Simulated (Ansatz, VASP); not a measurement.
# AlN in VASP and in Ansatz

File INCAR:

```
ALGO = Normal
EDIFF = 1E-7
ENCUT = 520
GGA = PE
ISIF = 2
ISMEAR = -1
LASPH = T
LCHARG = T
LELF = T
LREAL = F
LVHAR = T
LWAVE = F
NBANDS = 16
NELM = 100
PREC = Accurate
SIGMA = 0.02
```

The input KPOINTS:

```
k-points
0
Gamma
  12 12 6
```

POSCAR

```
AlN
1.0
    3.1066937614      0.0000000000      0.0000000000
   -1.5533468807      2.6904757192      0.0000000000
    0.0000000000      0.0000000000      4.9785915475
Al N
2 2
Direct
    0.3333333333      0.6666666667     -0.0032954728
    0.6666666667      0.3333333333      0.4967045272
    0.3333333333      0.6666666667      0.3782954728
    0.6666666667      0.3333333333      0.8782954728
```

Input for Ansatz:

```yaml
crystal:
  lattice:
    - [3.1066937614, 0.0, 0.0]
    - [-1.5533468807, 2.6904757192, 0.0]
    - [0.0, 0.0, 4.9785915475]
  atoms:
    - { symbol: Al, position: [0.3333333333, 0.6666666667, -0.0032954728] }
    - { symbol: Al, position: [0.6666666667, 0.3333333333, 0.4967045272] }
    - { symbol: "N", position: [0.3333333333, 0.6666666667, 0.3782954728] }
    - { symbol: "N", position: [0.6666666667, 0.3333333333, 0.8782954728] }
kpoints:
  mp_grid: { grid: [12, 12, 6] }
  band_path:
    path:
      - [0.0, 0.0, 0.0]
      - [0.5, 0.0, 0.0]
      - [0.3333333333, 0.3333333333, 0.0]
      - [0.0, 0.0, 0.5]
      - [0.5, 0.0, 0.5]
      - [0.3333333333, 0.3333333333, 0.5]
    npoints: 1
hamiltonian:
  xc: pbe
scf:
  occupations: { method: fermi_dirac, width: 0.02 }
  n_extra_bands: 5
output:
  forces: true
  stress: true
  eigenvalues: true
```

Alike in both runs: task single point; functional PBE; k mesh 12 × 12 × 6; occupations fermi-dirac, width 0.02 eV; no spin polarisation.

```csv
,VASP,Ansatz
version,VASP 6.6.1,Ansatz 0.2.0
potentials or method,"VASP PAW PBE potentials, release 64 (Al, N)","plane waves, PAW"
plane-wave cutoff (eV),520,420
valence electrons in the cell,16,16
```

```tsv
	VASP	Ansatz	Ansatz less VASP
gap on the k mesh at the Fermi level (eV)	4.24	4.23	-0.011
pressure (GPa)	4.4	4.6	+0.26
traceless stress, the component that is largest in VASP (GPa)	-0.10	-0.14	-0.043
rms of the force components (eV/Å)	0.005	0.005	+0.0002
```

Atom by atom the forces differ by 0.000 eV/Å (rms over components). The functional is the same, so the differences come from potentials, cutoffs and numerics.
